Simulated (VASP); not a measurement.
# W (Pm-3m) in VASP: a series of runs

Runs on W. Level: PBE. Tasks: single point.

All numbers are computed with VASP 6.6.1; they aren't measurements. Logs are shortened: lines on timing, memory, paths and dates and some standing lists are left out, and cuts for length are marked.

**1. The cell of the first run**

It takes space group Pm-3m (No. 221, cubic). The conventional cell has a = 2.555 Å, b = 2.555 Å, c = 2.555 Å, α = 90.00°, β = 90.00°, γ = 90.00°. W (site symmetry m-3m) has 6 W at 2.56 Å within 3.4 Å.

**2. Single point, PBE**

Input file INCAR:

```
PREC = Accurate ; ENCUT = 520
EDIFF = 1E-7 ; ISMEAR = 0
SIGMA = 0.1 ; LREAL = False
LASPH = True ; NELM = 60
ALGO = Normal ; ISIF = 2
LWAVE = False ; LCHARG = False
GGA = PE ; NBANDS = 13
```

Input file KPOINTS:

```
regular mesh
0
Gamma
  8 8 8
```

Input file POSCAR:

```
W
1.0
    2.5551488903      0.0000000000      0.0000000000
    0.0000000000      2.5551488903      0.0000000000
    0.0000000000      0.0000000000      2.5551488903
W
1
Direct
    0.0000000000      0.0000000000      0.0000000000
```

Potentials or basis: VASP PAW PBE potentials, release 64 (W_sv).

The run is started by

```bash
> cat potpaw_PBE.64/W_sv/POTCAR > POTCAR
> mpirun -np 1 vasp_std > vasp.out
```

OUTCAR:

```text
PREC = Accurate
   ENCUT = 520
   EDIFF = 1E-7
   ISMEAR = 0
   LREAL = False
   LASPH = True
   NELM = 60
   ISIF = 2
   GGA = PE

 ion  position               nearest neighbor table
   1  0.000  0.000  0.000-

  LATTYP: Found a simple cubic cell.
 ALAT       =     2.5551488903

  Lattice vectors:

 A1 = (   2.5551488903,   0.0000000000,   0.0000000000)
 A2 = (   0.0000000000,   2.5551488903,   0.0000000000)
 A3 = (   0.0000000000,   0.0000000000,   2.5551488903)

Analysis of symmetry for initial positions (statically):
=====================================================================
 Subroutine PRICEL returns:
 Original cell was already a primitive cell.

 Routine SETGRP: Setting up the symmetry group for a
 simple cubic supercell.

 Subroutine GETGRP returns: Found 48 space group operations
 (whereof 48 operations were pure point group operations)
 out of a pool of 48 trial point group operations.

The static configuration has the point symmetry O_h .

Analysis of symmetry for dynamics (positions and initial velocities):
=====================================================================
 Subroutine PRICEL returns:
 Original cell was already a primitive cell.

 Routine SETGRP: Setting up the symmetry group for a
 simple cubic supercell.

 Subroutine GETGRP returns: Found 48 space group operations
 (whereof 48 operations were pure point group operations)
 out of a pool of 48 trial point group operations.

The dynamic configuration has the point symmetry O_h .

 Subroutine INISYM returns: Found 48 space group operations
 (whereof 48 operations are pure point group operations),
 and found     1 'primitive' translations

----------------------------------------------------------------------------------------

                                     Primitive cell

  volume of cell :      16.6820

  direct lattice vectors                    reciprocal lattice vectors
     2.555148890  0.000000000  0.000000000     0.391366626  0.000000000  0.000000000
     0.000000000  2.555148890  0.000000000     0.000000000  0.391366626  0.000000000
     0.000000000  0.000000000  2.555148890     0.000000000  0.000000000  0.391366626

  length of vectors
     2.555148890  2.555148890  2.555148890     0.391366626  0.391366626  0.391366626

  position of ions in fractional coordinates (direct lattice)
     0.000000000  0.000000000  0.000000000

  ion indices of the primitive-cell ions
   primitive index   ion index
                 1           1

----------------------------------------------------------------------------------------

 KPOINTS: regular mesh

Automatic generation of k-mesh.
 Grid dimensions read from file:
 generate k-points for:    8    8    8

 Generating k-lattice:

  Cartesian coordinates                     Fractional coordinates (reciprocal lattice)
     0.048920828  0.000000000  0.000000000     0.125000000  0.000000000  0.000000000
     0.000000000  0.048920828  0.000000000     0.000000000  0.125000000  0.000000000
     0.000000000  0.000000000  0.048920828     0.000000000  0.000000000  0.125000000

  Length of vectors
     0.048920828  0.048920828  0.048920828

  Shift w.r.t. Gamma in fractional coordinates (k-lattice)
     0.000000000  0.000000000  0.000000000

 Subroutine IBZKPT returns following result:
 ===========================================

 Found     35 irreducible k-points:

 Following reciprocal coordinates:
            Coordinates               Weight
  0.000000  0.000000  0.000000      1.000000
  0.125000  0.000000  0.000000      6.000000
  0.250000  0.000000  0.000000      6.000000
  0.375000  0.000000  0.000000      6.000000
  0.500000  0.000000  0.000000      3.000000
  0.125000  0.125000  0.000000     12.000000
[... 16 lines left out ...]
  0.375000  0.375000  0.125000     24.000000
  0.500000  0.375000  0.125000     24.000000
 [... further k-points ...]
   k-points           NKPTS =     35   k-points in BZ     NKDIM =     35   number of bands    NBANDS=     13
   number of dos      NEDOS =    301   number of ions     NIONS =      1
   total plane-waves  NPLWV =   8000
   dimension x,y,z NGX =    20 NGY =   20 NGZ =   20
   dimension x,y,z NGXF=    40 NGYF=   40 NGZF=   40
   ions per type =               1
   NGX,Y,Z   is equivalent  to a cutoff of  13.01, 13.01, 13.01 a.u.
   NGXF,Y,Z  is equivalent  to a cutoff of  26.03, 26.03, 26.03 a.u.
 SYSTEM =  unknown system
   PREC   = accura    normal or accurate (medium, high low for compatibility)
   ISTART =      0    job   : 0-new  1-cont  2-samecut
   ICHARG =      2    charge: 1-file 2-atom 10-const
   ISPIN  =      1    spin polarized calculation?
   LNONCOLLINEAR =      F non collinear calculations
   LSORBIT =      F    spin-orbit coupling
   LASPH  =      T    aspherical Exc in radial PAW
   ENCUT  =  520.0 eV  38.22 Ry    6.18 a.u.   4.75  4.75  4.75*2*pi/ulx,y,z
   NELM   =     60;   NELMIN=  2; NELMDL= -5     # of ELM steps
   EDIFF  = 0.1E-06   stopping-criterion for ELM
   LREAL  =      F    real-space projection
   EDIFFG = 0.1E-05   stopping-criterion for IOM
   NSW    =      0    number of steps for IOM
   IBRION =     -1    ionic relax: 0-MD 1-quasi-New 2-CG
   NFREE  =      0    steps in history (QN), initial steepest desc. (CG)
   ISIF   =      2    stress and relaxation
   ISYM   =      2    0-nonsym 1-usesym 2-fastsym
   POTIM  = 0.5000    time-step for ionic-motion
   TEBEG  =    0.0;   TEEND  =   0.0 temperature during run
   PSTRESS=    0.0 pullay stress
   NELECT =      14.0000    total number of electrons
   NUPDOWN=      -1.0000    fix difference up-down
   EMIN   =  10.00;   EMAX   =-10.00  energy-range for DOS
   EFERMI =   0.00;   METHOD = LEGACY
   ISMEAR =     0;   SIGMA  =   0.10  broadening in eV -4-tet -1-fermi 0-gaus
   EFERMI_NEDOS =   21; number of points for ismear=-14 and -15
   IALGO  =     38    algorithm
   IMIX   =      4    mixing-type and parameters
     AMIX     =   0.40;   BMIX     =  1.00
     AMIX_MAG =   1.60;   BMIX_MAG =  1.00
  volume/ion in A,a.u.               =      16.68       112.58
  Fermi-wavevector in a.u.,A,eV,Ry     =   1.544192  2.918100 32.443486  2.384529
  Thomas-Fermi vector in A             =   2.649748
   LORBIT       =      0    0 simple, 1 ext, 2 COOP (PROOUT), +10 PAW based schemes
   GGA     = PE    functional components
   LHFCALC =     F    Hartree Fock is set to
   AEXX    =    0.0000 exact exchange contribution
   IVDW    =     0    specifies the selected vdW correction
   LEPSILON=     F    determine dielectric tensor
   LRPA    =     F    only Hartree local field effects (RPA)
 non-spin polarized calculation
 Gauss-broadening in eV      SIGMA  =   0.10
  energy-cutoff  :      520.00
  volume of cell :       16.68
 maximum number of plane-waves:       468
 NGX is ok and might be reduce to    20
   NGX =  9   NGY =  9   NGZ =  9

 number of electron      14.0000002 magnetization

 Free energy of the ion-electron system (eV)
  ---------------------------------------------------
  ext. energy  EPLUGINS =         0.00000000
  ---------------------------------------------------
  free energy    TOTEN  =       -11.31344801 eV

  energy without entropy =      -11.30740309  energy(sigma->0) =      -11.31042555

 E-fermi :  10.6243     XC(G=0): -13.2071

 val. band max:       10.6168459936   @ k =   0.5000   0.5000   0.1250
 cond. band min:      10.6605863163   @ k =   0.3750   0.2500   0.1250
 fundamental gap:      0.0437403228
 Fermi energy:        10.6243047657

 k-point     1 :       0.0000    0.0000    0.0000
  band No.  band energies     occupation
      1     -63.4510      2.00000
      2     -26.9115      2.00000
      3     -26.9115      2.00000
      4     -26.9115      2.00000
      5       1.5660      2.00000
      6       5.7506      2.00000
      7       5.7506      2.00000
      8      15.9361      0.00000
      9      15.9361      0.00000
     10      15.9361      0.00000
     11      26.1016      0.00000
     12      26.1016      0.00000
     13      26.1016      0.00000

 k-point     2 :       0.1250    0.0000    0.0000
  band No.  band energies     occupation
      1     -63.4305      2.00000
      2     -27.1789      2.00000
      3     -26.8890      2.00000
      4     -26.8890      2.00000
      5       2.1004      2.00000
      6       5.8939      2.00000
      7       6.3770      2.00000
      8      15.0284      0.00000
      9      15.0284      0.00000
     10      16.0026      0.00000
     11      23.8395      0.00000
     12      27.2569      0.00000
     13      27.2569      0.00000

 k-point     3 :       0.2500    0.0000    0.0000
  band No.  band energies     occupation
      1     -63.3810      2.00000
      2     -27.7912      2.00000
      3     -26.8342      2.00000
      4     -26.8342      2.00000
      5       3.3257      2.00000
      6       6.2615      2.00000
      7       8.0705      2.00000
      8      13.3524      0.00000
      9      13.3524      0.00000
     10      16.1668      0.00000
     11      20.9653      0.00000
     12      27.8528      0.00000
     13      29.5332      0.00000
[... 305 lines left out ...]
 k-point    23 :       0.3750    0.3750    0.1250
  band No.  band energies     occupation
      1     -63.1945      2.00000
      2     -28.1516      2.00000
      3     -28.1291      2.00000
      4     -26.8968      2.00000
      5       5.4275      2.00000
      6       7.9688      2.00000
      7      10.8768      0.00036
      8      10.8916      0.00016
      9      14.2922      0.00000
     10      15.1455      0.00000
     11      21.9886      0.00000
     12      24.7962      0.00000
     13      28.0911      0.00000

 k-point    24 :       0.5000    0.3750    0.1250
  band No.  band energies     occupation
      1     -63.1743      2.00000
      2     -28.3574      2.00000
      3     -28.1069      2.00000
      4     -26.8730      2.00000
      5       5.0302      2.00000
      6       8.2694      2.00000
      7      10.4363      1.99216
      8      11.0407      0.00000
      9      14.8212      0.00000
     10      17.4485      0.00000
     11      20.5350      0.00000
     12      25.2315      0.00000
     13      27.0475      0.00000

 [... further k-points ...]
[... 5 lines left out ...]
  --------------------------------------------------------------------------------------
  -------------------------------------------------------------------------------------
  Total        2.8994167      2.8994167      2.8994167      0.0000000      0.0000000      0.0000000
  in kB      278.4662653    278.4662653    278.4662653      0.0000000      0.0000000      0.0000000
  external PRESSURE =     278.4662653 kB  Pullay stress =       0.0000000 kB

 VOLUME and BASIS-vectors are now :
 -----------------------------------------------------------------------------
  energy-cutoff  :      520.00
  volume of cell :       16.68
      direct lattice vectors                 reciprocal lattice vectors
     2.555148890  0.000000000  0.000000000     0.391366626  0.000000000  0.000000000
     0.000000000  2.555148890  0.000000000     0.000000000  0.391366626  0.000000000
     0.000000000  0.000000000  2.555148890     0.000000000  0.000000000  0.391366626

 POSITION                                       TOTAL-FORCE (eV/Angst)
 -----------------------------------------------------------------------------------
      0.00000      0.00000      0.00000         0.000000      0.000000      0.000000
 -----------------------------------------------------------------------------------
    total drift:                               -0.000000      0.000000     -0.000000

  FREE ENERGIE OF THE ION-ELECTRON SYSTEM (eV)
  ---------------------------------------------------
  free  energy   TOTEN  =       -11.3134480127 eV

  energy  without entropy=      -11.3074030908  energy(sigma->0) =      -11.31042555
```

Run time: 4.3 s. Hardware: 1 thread of AMD EPYC 7R13 (Zen 3), shared host; peak memory 0.09 GiB.

Results:

| Quantity | Value |
| --- | --- |
| Free energy | -11.3134 eV |
| Pressure | 27.8 GPa |
| Band gap on the k mesh | zero (band 7 reaches 12.68 eV, above the bottom of band 8 at 10.12 eV) |

Caveat: spin-orbit coupling is left out, which moves the levels of the heavy elements.

[end of part 1 of 2]
